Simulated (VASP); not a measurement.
Here is a VASP 6.6.1 calculation.

INCAR

```
SYSTEM = C
  PREC = Accurate
  ENCUT = 520
  EDIFF = 1E-6
  ISMEAR = -1
  SIGMA = 0.24
  LREAL = Auto
  LASPH = .True.
  NELM = 100
  ALGO = Normal
  ISIF = 2
  LWAVE = .False.
  LCHARG = .False.
  GGA = PE
  NBANDS = 46
```

The input KPOINTS:

```
regular mesh
0
Gamma
  3 3 3
  0 0 0
```

POSCAR

```
C
1.0
    0.0000000000      3.6852400000      3.6852400000
    3.6852400000      0.0000000000      3.6852400000
    3.6852400000      3.6852400000      0.0000000000
C
16
Direct
    0.0253172114      0.0138389901     -0.0611900446
    0.1073742823      0.1322844645      0.0764672043
   -0.0283563621      0.0029034744      0.4388316636
    0.0997492701      0.1295980723      0.5714688867
    0.0079235002      0.4918268552     -0.0405943711
    0.1213625164      0.6207872486      0.0762094192
   -0.0096737255      0.4846767103      0.4721402134
    0.0964251989      0.6107200617      0.6021995854
    0.5193420239     -0.0246659648     -0.0426023814
    0.6468913829      0.0973749335      0.0739029208
    0.4885027841     -0.0182756076      0.4795210081
    0.6195797289      0.1066959004      0.5799622277
    0.5168320109      0.4867389912     -0.0874976935
    0.6459823512      0.5773029708      0.0942679446
    0.4895339245      0.4571886770      0.4836184346
    0.6066090675      0.6217234156      0.5622157580
```

Potentials or basis: VASP PAW PBE potentials, release 64 (C).

The run is started by

```console
$ cat potpaw_PBE.64/C/POTCAR > POTCAR
$ mpirun -np 1 vasp_std > vasp.out
```

**Question.** What does it give for the band gap on the k mesh?

**Answer.** 2.57 eV.

**Question.** What does it give for the largest force?

**Answer.** 7.835 eV/Å.

**Question.** Estimate the pressure.

**Answer.** -26.6 GPa.

Forces on the atoms (eV/Å):
```
C   -2.247 -3.014 -6.874
C   -1.414  3.978  2.226
C    0.323  4.208  0.699
C   -0.470  3.097  1.103
C    0.941 -1.404 -1.870
C   -0.331  2.233  2.290
C   -1.431 -3.360  1.186
C   -2.037 -0.183  2.547
C    0.111  0.505 -1.544
C    1.663 -2.005  0.546
C   -3.016 -4.602  1.061
C    1.422  1.554 -1.947
C    4.311  4.021 -3.153
C    1.781 -4.506  0.536
C   -0.107 -4.353  3.288
C    0.503  3.833 -0.091
```

Caveat: the k points lie up to 0.49 Å⁻¹ apart; the atoms stand as in a frame of molecular dynamics; forces of over 1 eV/Å act on the atoms, so gaps and moduli don't describe the material at rest. A k mesh can miss the band edges.
